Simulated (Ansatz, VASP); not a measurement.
**One calculation of MnO, two programs**

File INCAR:

```
ALGO = Normal
EDIFF = 1E-7
ENCUT = 520
GGA = PE
ISIF = 2
ISMEAR = 0
ISPIN = 2
LASPH = True
LCHARG = False
LDAU = True
LDAUJ = 0 0
LDAUL = 2 -1
LDAUPRINT = 1
LDAUTYPE = 2
LDAUU = 3 0
LMAXMIX = 4
LORBIT = 11
LREAL = False
LWAVE = False
MAGMOM = 5 0
NBANDS = 20
NELM = 150
PREC = Accurate
SIGMA = 0.05
```

File KPOINTS:

```
k-points
0
Gamma
  7 7 7
```

The input POSCAR:

```
MnO
1.0
    0.0000000000      2.4365134300      2.4365134300
    2.4365134300      0.0000000000      2.4365134300
    2.4365134300      2.4365134300      0.0000000000
Mn O
1 1
Direct
    0.0000000000      0.0000000000      0.0000000000
    0.2500000000      0.2500000000      0.2500000000
```

Input for Ansatz:

```yaml
crystal:
  lattice:
    - [0.0, 2.43651343, 2.43651343]
    - [2.43651343, 0.0, 2.43651343]
    - [2.43651343, 2.43651343, 0.0]
  atoms:
    - { symbol: Mn, position: [0.0, 0.0, 0.0], spin: 5.0 }
    - { symbol: O, position: [0.25, 0.25, 0.25] }
basis:
  ecutwfc: 420
  ecutrho_ratio: 4
kpoints:
  mp_grid: { grid: [7, 7, 7] }
hamiltonian:
  xc: pbe
  hubbard: { sites: [{ site: 0, l: d, u_eff: 3.0 }] }
scf:
  occupations: { method: gaussian, width: 0.05 }
output:
  forces: true
  stress: true
  eigenvalues: true
  populations: true
  hubbard: { sites: [{ site: 0, l: d }] }
  write_density: true
  write_potential: true
  elf: true
  volumetric_format: npy
magnetization:
  spin_polarized: true
```

Alike in both runs: task single point; functional PBE; k mesh 7 × 7 × 7; occupations gaussian, width 0.05 eV; collinear spin; Hubbard terms Mn d U = 3.0 eV.

|  | VASP | Ansatz |
| --- | --- | --- |
| version | VASP 6.6.1 | Ansatz 0.2.0 |
| potentials or method | VASP PAW PBE potentials, release 64 (Mn_pv, O), cutoff 520 eV | scalar-relativistic, plane waves, PAW |
| valence electrons in the cell | 19 | 21 |

```csv
,VASP,Ansatz,Ansatz less VASP
gap on the k mesh at the Fermi level (eV),none,none,-
pressure (GPa),-1.7,-1.6,+0.06
net moment per atom (μB),2.50,2.50,0.000
size of the moment on the site where the two differ most (μB),4.57,4.12,-0.459
```

Site moments also hang on the region over which each program counts them. The programs project onto different local orbitals, so the same U acts differently, and such runs can settle in different states. A gap of «none» marks a metal or a gap that the smearing closes. VASP's potentials hold 19 valence electrons a cell and Ansatz's 21, so a difference there can come from the potentials and not from the codes. Ansatz's warnings: filled band counts differ across k points.
